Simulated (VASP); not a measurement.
AlNi: single point with PBEsol

AlNi:

```xyz
2
Lattice="2.8622 0.0000 0.0000 0.0000 4.0477 0.0000 0.0000 2.0239 2.0239" Properties=species:S:1:pos:R:3 pbc="T T T"
Al    0.0000    0.0000    0.0000
Ni    1.4311    2.0239    0.0000
```

```
Program                : VASP 6.6.1
Task                   : single point
Functional             : PBEsol
Potentials or basis    : VASP PAW PBE potentials, release 64 (Al, Ni)
Cutoff                 : 520 eV
k mesh                 : 12 × 9 × 17
Occupations            : gaussian, width 0.1 eV
Spin                   : no spin polarisation
Dipole correction      : no
Further INCAR settings : ALGO = Fast; EDIFF = 1e-06; NBANDS = 14; ISYM = 0
```

```json
{
 "Pressure": "-0.3 GPa"
}
```

Levels at points of the mesh, in eV from the Fermi level:
| k point | band 3 | band 4 | band 5 | band 6 | band 7 | band 8 | band 9 | band 10 | band 11 | band 12 |
| --- | --- | --- | --- | --- | --- | --- | --- | --- | --- | --- |
| (0.00, 0.00, 0.00) | -3.33 | -1.59 | -1.58 | -1.58 | 5.58 | 5.58 | 5.58 | 8.21 | 8.21 | 14.08 |
| (0.50, 0.00, 0.00) | -2.84 | -2.31 | -2.31 | -1.49 | -0.66 | 8.32 | 10.09 | 10.09 | 11.09 | 11.09 |

It took 2.3 min on 1 thread of Intel(R) Xeon(R) 6975P-C (Granite Rapids), with other jobs on the host, peak memory 0.41 GiB.

Caveat: the PAW data sets were made with another functional, which shifts forces and pressure a little. Spin polarisation is off, so any magnetic state and its effect on volume and gap are missing.
